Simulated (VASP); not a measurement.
# Cu3HAu (Pm-3m) in VASP: single point with PBE

Aim: the single point of Cu3HAu with PBE.

Program: VASP 6.6.1. These are calculated values, not measurements. Logs are shortened: lines on timing, memory, paths and dates and some standing lists are left out, and cuts for length are marked.

### Step 1. The cell of the first run

Symmetry: Pm-3m, No. 221, cubic system. The conventional cell has a = 3.780 Å, b = 3.780 Å, c = 3.780 Å, α = 90.00°, β = 90.00°, γ = 90.00°. Within 2.5 Å of Cu (site symmetry 4/mmm) lie 2 H at 1.89 Å. Au (site symmetry m-3m) has 12 Cu at 2.67 Å and 8 H at 3.27 Å within 3.5 Å. H (site symmetry m-3m) has 6 Cu at 1.89 Å within 2.5 Å.

### Step 2. Single point, PBE

INCAR reads:

```
PREC = Accurate ; ENCUT = 520
EDIFF = 1E-6 ; ISMEAR = 0
SIGMA = 0.1 ; LREAL = F
LASPH = T ; NELM = 60
ALGO = Normal ; ISIF = 2
LWAVE = F ; LCHARG = T
GGA = PE ; LELF = T
LVHAR = T ; NBANDS = 30
```

KPOINTS reads:

```
Automatic mesh
0
Gamma
  6 6 6
```

POSCAR reads:

```
Cu3HAu
1.0
    3.7797894527      0.0000000000      0.0000000000
    0.0000000000      3.7797894527      0.0000000000
    0.0000000000      0.0000000000      3.7797894527
Cu Au H
3 1 1
Direct
    1.0000000000      0.5000000000      0.5000000000
    0.5000000000      1.0000000000      0.5000000000
    0.5000000000      0.5000000000      1.0000000000
    0.0000000000      1.0000000000      1.0000000000
    0.5000000000      0.5000000000      0.5000000000
```

Potentials or basis: VASP PAW PBE potentials, release 64 (Cu, Au, H).

Started as:

```bash
> cat potpaw_PBE.64/Cu/POTCAR potpaw_PBE.64/Au/POTCAR potpaw_PBE.64/H/POTCAR > POTCAR
> mpirun -np 1 vasp_std > vasp.out
```

OUTCAR:

```text
PREC = Accurate
   ENCUT = 520
   EDIFF = 1E-6
   ISMEAR = 0
   LREAL = F
   LASPH = T
   NELM = 60
   ISIF = 2
   GGA = PE

 ion  position               nearest neighbor table
   1  0.000  0.500  0.500-   2 2.67   3 2.67   4 2.67   3 2.67   4 2.67   2 2.67   4 2.67   4 2.67
                             2 2.67   3 2.67   3 2.67   2 2.67
   2  0.500  0.000  0.500-   1 2.67   3 2.67   4 2.67   3 2.67   4 2.67   1 2.67   3 2.67   3 2.67
                             1 2.67   4 2.67   4 2.67   1 2.67
   3  0.500  0.500  0.000-   1 2.67   2 2.67   4 2.67   1 2.67   2 2.67   2 2.67   4 2.67   2 2.67
                             1 2.67   4 2.67   1 2.67   4 2.67
   4  0.000  0.000  0.000-   1 2.67   2 2.67   3 2.67   1 2.67   2 2.67   1 2.67   3 2.67   1 2.67
                             2 2.67   3 2.67   2 2.67   3 2.67
   5  0.500  0.500  0.500-

  LATTYP: Found a simple cubic cell.
 ALAT       =     3.7797894527

  Lattice vectors:

 A1 = (   3.7797894527,   0.0000000000,   0.0000000000)
 A2 = (   0.0000000000,   3.7797894527,   0.0000000000)
 A3 = (   0.0000000000,   0.0000000000,   3.7797894527)

Analysis of symmetry for initial positions (statically):
=====================================================================
 Subroutine PRICEL returns:
 Original cell was already a primitive cell.

 Routine SETGRP: Setting up the symmetry group for a
 simple cubic supercell.

 Subroutine GETGRP returns: Found 48 space group operations
 (whereof 48 operations were pure point group operations)
 out of a pool of 48 trial point group operations.

The static configuration has the point symmetry O_h .

Analysis of symmetry for dynamics (positions and initial velocities):
=====================================================================
 Subroutine PRICEL returns:
 Original cell was already a primitive cell.

 Routine SETGRP: Setting up the symmetry group for a
 simple cubic supercell.

 Subroutine GETGRP returns: Found 48 space group operations
 (whereof 48 operations were pure point group operations)
 out of a pool of 48 trial point group operations.

The dynamic configuration has the point symmetry O_h .

 Subroutine INISYM returns: Found 48 space group operations
 (whereof 48 operations are pure point group operations),
 and found     1 'primitive' translations

----------------------------------------------------------------------------------------

                                     Primitive cell

  volume of cell :      54.0011

  direct lattice vectors                    reciprocal lattice vectors
     3.779789453  0.000000000  0.000000000     0.264565001  0.000000000  0.000000000
     0.000000000  3.779789453  0.000000000     0.000000000  0.264565001  0.000000000
     0.000000000  0.000000000  3.779789453     0.000000000  0.000000000  0.264565001

  length of vectors
     3.779789453  3.779789453  3.779789453     0.264565001  0.264565001  0.264565001

  position of ions in fractional coordinates (direct lattice)
     0.000000000  0.500000000  0.500000000
     0.500000000  0.000000000  0.500000000
     0.500000000  0.500000000  0.000000000
     0.000000000  0.000000000  0.000000000
     0.500000000  0.500000000  0.500000000

  ion indices of the primitive-cell ions
   primitive index   ion index
                 1           1
                 2           2
                 3           3
                 4           4
                 5           5

----------------------------------------------------------------------------------------

 KPOINTS: Automatic mesh

Automatic generation of k-mesh.
 Grid dimensions read from file:
 generate k-points for:    6    6    6

 Generating k-lattice:

  Cartesian coordinates                     Fractional coordinates (reciprocal lattice)
     0.044094167  0.000000000  0.000000000     0.166666667  0.000000000  0.000000000
     0.000000000  0.044094167  0.000000000     0.000000000  0.166666667  0.000000000
     0.000000000  0.000000000  0.044094167     0.000000000  0.000000000  0.166666667

  Length of vectors
     0.044094167  0.044094167  0.044094167

  Shift w.r.t. Gamma in fractional coordinates (k-lattice)
     0.000000000  0.000000000  0.000000000

 Subroutine IBZKPT returns following result:
 ===========================================

 Found     20 irreducible k-points:

 Following reciprocal coordinates:
            Coordinates               Weight
  0.000000  0.000000  0.000000      1.000000
  0.166667  0.000000  0.000000      6.000000
  0.333333  0.000000  0.000000      6.000000
  0.500000  0.000000  0.000000      3.000000
  0.166667  0.166667  0.000000     12.000000
  0.333333  0.166667  0.000000     24.000000
[... 12 lines left out ...]
  0.500000  0.500000  0.333333      6.000000
  0.500000  0.500000  0.500000      1.000000
   k-points           NKPTS =     20   k-points in BZ     NKDIM =     20   number of bands    NBANDS=     30
   number of dos      NEDOS =    301   number of ions     NIONS =      5
   total plane-waves  NPLWV =  21952
   dimension x,y,z NGX =    28 NGY =   28 NGZ =   28
   dimension x,y,z NGXF=    56 NGYF=   56 NGZF=   56
   ions per type =               3   1   1
   NGX,Y,Z   is equivalent  to a cutoff of  12.32, 12.32, 12.32 a.u.
   NGXF,Y,Z  is equivalent  to a cutoff of  24.63, 24.63, 24.63 a.u.
 SYSTEM =  unknown system
   PREC   = accura    normal or accurate (medium, high low for compatibility)
   ISTART =      0    job   : 0-new  1-cont  2-samecut
   ICHARG =      2    charge: 1-file 2-atom 10-const
   ISPIN  =      1    spin polarized calculation?
   LNONCOLLINEAR =      F non collinear calculations
   LSORBIT =      F    spin-orbit coupling
   LASPH  =      T    aspherical Exc in radial PAW
   ENCUT  =  520.0 eV  38.22 Ry    6.18 a.u.   7.03  7.03  7.03*2*pi/ulx,y,z
   NELM   =     60;   NELMIN=  2; NELMDL= -5     # of ELM steps
   EDIFF  = 0.1E-05   stopping-criterion for ELM
   LREAL  =      F    real-space projection
   EDIFFG = 0.1E-04   stopping-criterion for IOM
   NSW    =      0    number of steps for IOM
   IBRION =     -1    ionic relax: 0-MD 1-quasi-New 2-CG
   NFREE  =      0    steps in history (QN), initial steepest desc. (CG)
   ISIF   =      2    stress and relaxation
   ISYM   =      2    0-nonsym 1-usesym 2-fastsym
   POTIM  = 0.5000    time-step for ionic-motion
   TEBEG  =    0.0;   TEEND  =   0.0 temperature during run
   PSTRESS=    0.0 pullay stress
   NELECT =      45.0000    total number of electrons
   NUPDOWN=      -1.0000    fix difference up-down
   EMIN   =  10.00;   EMAX   =-10.00  energy-range for DOS
   EFERMI =   0.00;   METHOD = LEGACY
   ISMEAR =     0;   SIGMA  =   0.10  broadening in eV -4-tet -1-fermi 0-gaus
   EFERMI_NEDOS =   21; number of points for ismear=-14 and -15
   IALGO  =     38    algorithm
   IMIX   =      4    mixing-type and parameters
     AMIX     =   0.40;   BMIX     =  1.00
     AMIX_MAG =   1.60;   BMIX_MAG =  1.00
  volume/ion in A,a.u.               =      10.80        72.88
  Fermi-wavevector in a.u.,A,eV,Ry     =   1.540558  2.911233 32.290966  2.373319
  Thomas-Fermi vector in A             =   2.646628
   LORBIT       =      0    0 simple, 1 ext, 2 COOP (PROOUT), +10 PAW based schemes
   GGA     = PE    functional components
   LHFCALC =     F    Hartree Fock is set to
   AEXX    =    0.0000 exact exchange contribution
   IVDW    =     0    specifies the selected vdW correction
   LEPSILON=     F    determine dielectric tensor
   LRPA    =     F    only Hartree local field effects (RPA)
 non-spin polarized calculation
 Gauss-broadening in eV      SIGMA  =   0.10
  energy-cutoff  :      520.00
  volume of cell :       54.00
 maximum number of plane-waves:      1472
   NGX = 15   NGY = 15   NGZ = 15

 number of electron      44.9999968 magnetization

 Free energy of the ion-electron system (eV)
  ---------------------------------------------------
  ext. energy  EPLUGINS =         0.00000000
  ---------------------------------------------------
  free energy    TOTEN  =       -17.53843642 eV

  energy without entropy =      -17.53193411  energy(sigma->0) =      -17.53518526

 E-fermi :   8.4682     XC(G=0): -12.7720

 val. band max:        8.3892798836   @ k =   0.1667   0.1667   0.1667
 cond. band min:       8.4869457545   @ k =   0.5000   0.3333   0.0000
 fundamental gap:      0.0976658709
 Fermi energy:         8.4681972692

 k-point     1 :       0.0000    0.0000    0.0000
  band No.  band energies     occupation
      1      -2.4146      2.00000
      2       1.7992      2.00000
      3       2.1659      2.00000
      4       2.1659      2.00000
      5       2.9311      2.00000
      6       2.9311      2.00000
[... 22 lines left out ...]
     29      19.1201      0.00000
     30      19.1201      0.00000

 k-point     2 :       0.1667    0.0000    0.0000
  band No.  band energies     occupation
      1      -2.1260      2.00000
      2       1.8086      2.00000
      3       2.2885      2.00000
      4       2.3669      2.00000
      5       3.0032      2.00000
      6       3.0100      2.00000
[... 22 lines left out ...]
     29      18.3695      0.00000
     30      18.3695      0.00000

 k-point     3 :       0.3333    0.0000    0.0000
  band No.  band energies     occupation
      1      -1.3447      2.00000
      2       1.4586      2.00000
      3       2.5640      2.00000
      4       3.0762      2.00000
      5       3.1711      2.00000
      6       3.2146      2.00000
[... 22 lines left out ...]
     29      16.2050      0.00000
     30      17.9750      0.00000

 k-point     4 :       0.5000    0.0000    0.0000
  band No.  band energies     occupation
      1      -0.6643      2.00000
      2       0.9142      2.00000
      3       2.7226      2.00000
      4       3.2733      2.00000
      5       3.3619      2.00000
      6       3.3619      2.00000
[... 484 lines left out ...]
     29      19.4192      0.00000
     30      22.8469      0.00000

 k-point    19 :       0.5000    0.5000    0.3333
  band No.  band energies     occupation
      1       1.0199      2.00000
      2       2.1618      2.00000
      3       2.1618      2.00000
      4       2.6478      2.00000
      5       3.0747      2.00000
      6       3.9033      2.00000
[... 22 lines left out ...]
     29      19.7568      0.00000
     30      24.3651      0.00000

 k-point    20 :       0.5000    0.5000    0.5000
  band No.  band energies     occupation
      1       1.7847      2.00000
      2       1.9784      2.00000
      3       1.9784      2.00000
      4       1.9784      2.00000
      5       3.0852      2.00000
      6       4.1071      2.00000
[... 22 lines left out ...]
     29      20.1014      0.00000
     30      26.2343      0.00000

------------------------ aborting loop because EDIFF is reached ----------------------------------------

  FORCE on cell =-STRESS in cart. coord.  units (eV):
  Direction    XX          YY          ZZ          XY          YZ          ZX
  --------------------------------------------------------------------------------------
  -------------------------------------------------------------------------------------
  Total        2.4499779      2.4499779      2.4499779     -0.0000000     -0.0000000      0.0000000
  in kB       72.6892062     72.6892062     72.6892062     -0.0000000     -0.0000000      0.0000000
  external PRESSURE =      72.6892062 kB  Pullay stress =       0.0000000 kB

 VOLUME and BASIS-vectors are now :
 -----------------------------------------------------------------------------
  energy-cutoff  :      520.00
  volume of cell :       54.00
      direct lattice vectors                 reciprocal lattice vectors
     3.779789453  0.000000000  0.000000000     0.264565001  0.000000000  0.000000000
     0.000000000  3.779789453  0.000000000     0.000000000  0.264565001  0.000000000
     0.000000000  0.000000000  3.779789453     0.000000000  0.000000000  0.264565001

 POSITION                                       TOTAL-FORCE (eV/Angst)
 -----------------------------------------------------------------------------------
      0.00000      1.88989      1.88989         0.000000      0.000000      0.000000
      1.88989      0.00000      1.88989         0.000000      0.000000      0.000000
      1.88989      1.88989      0.00000         0.000000      0.000000      0.000000
      0.00000      0.00000      0.00000         0.000000      0.000000      0.000000
      1.88989      1.88989      1.88989         0.000000      0.000000      0.000000
 -----------------------------------------------------------------------------------
    total drift:                                0.000000      0.000000      0.000000

  FREE ENERGIE OF THE ION-ELECTRON SYSTEM (eV)
  ---------------------------------------------------
  free  energy   TOTEN  =       -17.5384364217 eV

  energy  without entropy=      -17.5319341073  energy(sigma->0) =      -17.53518526
```

It took 31 s on 1 thread of Oxide Virtual Turin-like, shared host; peak memory 0.14 GiB.

What came out:

```
Free energy : -17.5384 eV
Pressure    : 7.3 GPa
```

Caveat: spin-orbit coupling is left out, which moves the levels of the heavy elements.
